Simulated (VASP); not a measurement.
# Bi2Te3 in VASP: single point with PBE

Aim: the single point of Bi2Te3 with PBE.

All numbers are computed with VASP 6.6.1; they aren't measurements. Logs are shortened: lines on timing, memory, paths and dates and some standing lists are left out, and cuts for length are marked.

## (1) The cell of the first run

The cell holds a slab with vacuum, 10 atoms: a = 4.469 Å, b = 4.469 Å, c = 32.466 Å, α = 90.00°, β = 90.00°, γ = 120.00°.

## (2) Single point, PBE

INCAR

```
SYSTEM = Bi2Te3
  ALGO = Normal
  DIPOL = 0.5 0.5 0.500
  EDIFF = 1E-7
  ENCUT = 520
  GGA = PE
  IDIPOL = 3
  ISIF = 2
  ISMEAR = 0
  LASPH = .True.
  LCHARG = .True.
  LDIPOL = .True.
  LELF = .True.
  LREAL = .False.
  LVACPOTAV = .True.
  LVHAR = .True.
  LWAVE = .False.
  NBANDS = 59
  NELM = 100
  PREC = Accurate
  SIGMA = 0.1
```

KPOINTS

```
k-points
0
Gamma
  9 9 1
  0 0 0
```

POSCAR

```
Bi2Te3
1.0
    4.4688131034      0.0000000000      0.0000000000
   -2.2344065517      3.8701056723      0.0000000000
    0.0000000000      0.0000000000     32.4659178966
Bi Te
4 6
Direct
    0.6666666667      0.3333333333      0.2310114879
    0.0000000000      0.0000000000      0.4653881461
    0.3333333333      0.6666666667      0.5346118539
    0.6666666667      0.3333333333      0.7689885121
    0.0000000000      0.0000000000      0.2861947505
    0.3333333333      0.6666666667      0.3482002710
    0.6666666667      0.3333333333      0.4102045620
    0.6666666667      0.3333333333      0.5897951165
    0.0000000000      0.0000000000      0.6518006370
    0.3333333333      0.6666666667      0.7138049280
```

Potentials or basis: VASP PAW PBE potentials, release 64 (Bi_d, Te).

The run is started by

```bash
cat potpaw_PBE.64/Bi_d/POTCAR potpaw_PBE.64/Te/POTCAR > POTCAR
mpirun -np 1 vasp_std > vasp.out
```

OUTCAR:

```text
SYSTEM = Bi2Te3
   EDIFF = 1E-7
   ENCUT = 520
   GGA = PE
   ISIF = 2
   ISMEAR = 0
   LASPH = .True.
   LREAL = .False.
   NELM = 100
   PREC = Accurate

 ion  position               nearest neighbor table
   1  0.667  0.333  0.231-   5 3.14   5 3.14   5 3.14
   2  0.000  0.000  0.465-   7 3.14   7 3.14   7 3.14   3 3.42   3 3.42   3 3.42
   3  0.333  0.667  0.535-   8 3.14   8 3.14   8 3.14   2 3.42   2 3.42   2 3.42
   4  0.667  0.333  0.769-  10 3.14  10 3.14  10 3.14
   5  0.000  0.000  0.286-   1 3.14   1 3.14   1 3.14   6 3.27   6 3.27   6 3.27
   6  0.333  0.667  0.348-   7 3.27   7 3.27   7 3.27   5 3.27   5 3.27   5 3.27
   7  0.667  0.333  0.410-   2 3.14   2 3.14   2 3.14   6 3.27   6 3.27   6 3.27
   8  0.667  0.333  0.590-   3 3.14   3 3.14   3 3.14   9 3.27   9 3.27   9 3.27
   9  0.000  0.000  0.652-  10 3.27  10 3.27  10 3.27   8 3.27   8 3.27   8 3.27
  10  0.333  0.667  0.714-   4 3.14   4 3.14   4 3.14   9 3.27   9 3.27   9 3.27

  LATTYP: Found a hexagonal cell.
 ALAT       =     4.4688131034
 C/A-ratio  =     7.2649979190

  Lattice vectors:

 A1 = (   4.4688131034,   0.0000000000,   0.0000000000)
 A2 = (  -2.2344065517,   3.8701056723,   0.0000000000)
 A3 = (   0.0000000000,   0.0000000000,  32.4659178966)

Analysis of symmetry for initial positions (statically):
=====================================================================
 Subroutine PRICEL returns:
 Original cell was already a primitive cell.

 Routine SETGRP: Setting up the symmetry group for a
 hexagonal supercell.

 Subroutine GETGRP returns: Found 12 space group operations
 (whereof  6 operations were pure point group operations)
 out of a pool of 24 trial point group operations.

The static configuration has the point symmetry C_3v.
 The point group associated with its full space group is D_3d.

Analysis of symmetry for dynamics (positions and initial velocities):
=====================================================================
 Subroutine PRICEL returns:
 Original cell was already a primitive cell.

 Routine SETGRP: Setting up the symmetry group for a
 hexagonal supercell.

 Subroutine GETGRP returns: Found 12 space group operations
 (whereof  6 operations were pure point group operations)
 out of a pool of 24 trial point group operations.

The dynamic configuration has the point symmetry C_3v.
 The point group associated with its full space group is D_3d.

 Subroutine INISYM returns: Found 12 space group operations
 (whereof  6 operations are pure point group operations),
 and found     1 'primitive' translations

[... 113 lines left out ...]
   EFERMI_NEDOS =   21; number of points for ismear=-14 and -15
   IALGO  =     38    algorithm
   IMIX   =      4    mixing-type and parameters
     AMIX     =   0.40;   BMIX     =  1.00
     AMIX_MAG =   1.60;   BMIX_MAG =  1.00
  volume/ion in A,a.u.               =      56.15       378.91
  Fermi-wavevector in a.u.,A,eV,Ry     =   0.908624  1.717051 11.232944  0.825598
  Thomas-Fermi vector in A             =   2.032573
   LORBIT       =      0    0 simple, 1 ext, 2 COOP (PROOUT), +10 PAW based schemes
   GGA     = PE    functional components
   LHFCALC =     F    Hartree Fock is set to
   AEXX    =    0.0000 exact exchange contribution
   IVDW    =     0    specifies the selected vdW correction
   LEPSILON=     F    determine dielectric tensor
   LRPA    =     F    only Hartree local field effects (RPA)
 non-spin polarized calculation
 Gauss-broadening in eV      SIGMA  =   0.10
  energy-cutoff  :      520.00
  volume of cell :      561.49
 maximum number of plane-waves:     15169
 NGX is ok and might be reduce to    36
   NGX = 17   NGY = 17   NGZ =121

 number of electron      96.0000019 magnetization

 dipolmoment           0.000000      0.000000     -0.000062 electrons x Angstroem

 Free energy of the ion-electron system (eV)
  ---------------------------------------------------
  ext. energy  EPLUGINS =         0.00000000
  ---------------------------------------------------
  free energy    TOTEN  =       -33.62832276 eV

  energy without entropy =      -33.61176938  energy(sigma->0) =      -33.62004607

 E-fermi :   2.1226     XC(G=0):  -6.1632

 val. band max:        2.1164832830   @ k =   0.1111   0.0000   0.0000
 cond. band min:       2.3647836659   @ k =   0.1111   0.1111   0.0000
 fundamental gap:      0.2483003828
 Fermi energy:         2.1225607090

 k-point     1 :       0.0000    0.0000    0.0000
  band No.  band energies     occupation
      1     -20.7015      2.00000
      2     -20.7015      2.00000
      3     -20.7008      2.00000
      4     -20.7008      2.00000
      5     -20.6943      2.00000
      6     -20.6943      2.00000
[... 733 lines left out ...]
     58       5.9623      0.00000
     59       5.9740      0.00000

------------------------ aborting loop because EDIFF is reached ----------------------------------------

  FORCE on cell =-STRESS in cart. coord.  units (eV):
  Direction    XX          YY          ZZ          XY          YZ          ZX
  --------------------------------------------------------------------------------------
  -------------------------------------------------------------------------------------
  Total       -2.8994335     -2.8994335     -1.5376269      0.0000000      0.0000000      0.0000000
  in kB       -8.2733431     -8.2733431     -4.3875175      0.0000000      0.0000000      0.0000000
  external PRESSURE =      -6.9780679 kB  Pullay stress =       0.0000000 kB

 VOLUME and BASIS-vectors are now :
 -----------------------------------------------------------------------------
  energy-cutoff  :      520.00
  volume of cell :      561.49
      direct lattice vectors                 reciprocal lattice vectors
     4.468813103  0.000000000  0.000000000     0.223773064  0.129195439  0.000000000
    -2.234406552  3.870105672  0.000000000     0.000000000  0.258390877  0.000000000
     0.000000000  0.000000000 32.465917897     0.000000000  0.000000000  0.030801532

 POSITION                                       TOTAL-FORCE (eV/Angst)
 -----------------------------------------------------------------------------------
      2.23441      1.29004      7.50000         0.000000      0.000000      0.335990
      0.00000      0.00000     15.10925         0.000000     -0.000000     -0.162684
     -0.00000      2.58007     17.35666        -0.000000      0.000000      0.162684
      2.23441      1.29004     24.96592        -0.000000      0.000000     -0.335990
      0.00000      0.00000      9.29158        -0.000000      0.000000     -0.323523
     -0.00000      2.58007     11.30464         0.000000      0.000000     -0.041015
      2.23441      1.29004     13.31767        -0.000000     -0.000000      0.146519
      2.23441      1.29004     19.14824         0.000000      0.000000     -0.146519
      0.00000      0.00000     21.16131        -0.000000     -0.000000      0.041015
     -0.00000      2.58007     23.17433         0.000000     -0.000000      0.323523
 -----------------------------------------------------------------------------------
    total drift:                               -0.000000      0.000000     -0.003285

  FREE ENERGIE OF THE ION-ELECTRON SYSTEM (eV)
  ---------------------------------------------------
  free  energy   TOTEN  =       -33.6283227574 eV

  energy  without entropy=      -33.6117693767  energy(sigma->0) =      -33.62004607

 vacuum level on the upper side and lower side of the slab         6.207         6.208
```

OSZICAR:

```text
N       E                     dE             d eps       ncg     rms          rms(c)
DAV:   1     0.866614391869E+03    0.86661E+03   -0.41767E+04  1664   0.141E+03
DAV:   2     0.560969666935E+02   -0.81052E+03   -0.79031E+03  1636   0.341E+02
DAV:   3    -0.293803695986E+02   -0.85477E+02   -0.83520E+02  1717   0.136E+02
DAV:   4    -0.337469591346E+02   -0.43666E+01   -0.43027E+01  1757   0.304E+01
[... 34 lines left out ...]
DAV:  39    -0.336283222467E+02   -0.13357E-06   -0.15844E-08   869   0.546E-04    0.137E-03
DAV:  40    -0.336283224991E+02   -0.25241E-06   -0.12472E-08   895   0.452E-04    0.118E-03
DAV:  41    -0.336283226274E+02   -0.12825E-06   -0.78378E-09   847   0.311E-04    0.138E-03
DAV:  42    -0.336283227321E+02   -0.10474E-06   -0.53447E-09   852   0.251E-04    0.989E-04
DAV:  43    -0.336283227574E+02   -0.25306E-07   -0.23648E-09   789   0.206E-04
   1 F= -.33628323E+02 E0= -.33620046E+02  d E =-.165534E-01
```

Run time: 14 min. Hardware: 1 thread of Intel Xeon 6975P-C (Granite Rapids), shared host; peak memory 0.86 GiB.

Results:

```
Free energy            : -33.6283 eV
Largest force          : 0.336 eV/Å
Band gap on the k mesh : zero (band 48 reaches 2.07 eV, above the bottom of band 49 at 1.94 eV)
```

Forces in eV/Å, atoms in the order of the input:
```
Bi   0.000  0.000  0.336
Bi   0.000  0.000 -0.163
Bi   0.000  0.000  0.163
Bi   0.000  0.000 -0.336
Te   0.000  0.000 -0.324
Te   0.000  0.000 -0.041
Te   0.000  0.000  0.147
Te   0.000  0.000 -0.147
Te   0.000  0.000  0.041
Te   0.000  0.000  0.324
```

Caveat: spin-orbit coupling is left out, which moves the levels of the heavy elements.
